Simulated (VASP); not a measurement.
Rh, 1 atom in the cell. It takes space group Fm-3m (No. 225, cubic). Conventional cell: a = 3.780 Å, b = 3.780 Å, c = 3.780 Å, α = 90.00°, β = 90.00°, γ = 90.00°. Within 3.5 Å of Rh (site symmetry m-3m) lie 12 Rh at 2.67 Å. 

* Program: VASP 6.6.1
* Task: single point
* Functional: PBEsol
* Potentials or basis: VASP PAW PBE potentials, release 64 (Rh_pv)
* Cutoff: 520 eV
* k mesh: 10 × 10 × 10
* Occupations: fermi-dirac, width 0.05 eV
* Spin: no spin polarisation
* Dipole correction: no
* Further INCAR settings: ALGO = Normal; EDIFF = 1e-07; NBANDS = 14

Potentials or basis: VASP PAW PBE potentials, release 64 (Rh_pv).

Run with:

```sh
$ cat potpaw_PBE.64/Rh_pv/POTCAR > POTCAR
$ mpirun -np 1 vasp_std > vasp.out
```

Hardware: 1 thread of AMD EPYC 7R43 64-Core Processor (Zen 3), with other jobs on the host.

**Question.** How long does it take, and how much memory?

**Answer.** It took 8.8 s on 1 thread of AMD EPYC 7R43 64-Core Processor (Zen 3), with other jobs on the host, peak memory 0.09 GiB. Counts: scf iterations 12, k points 47.
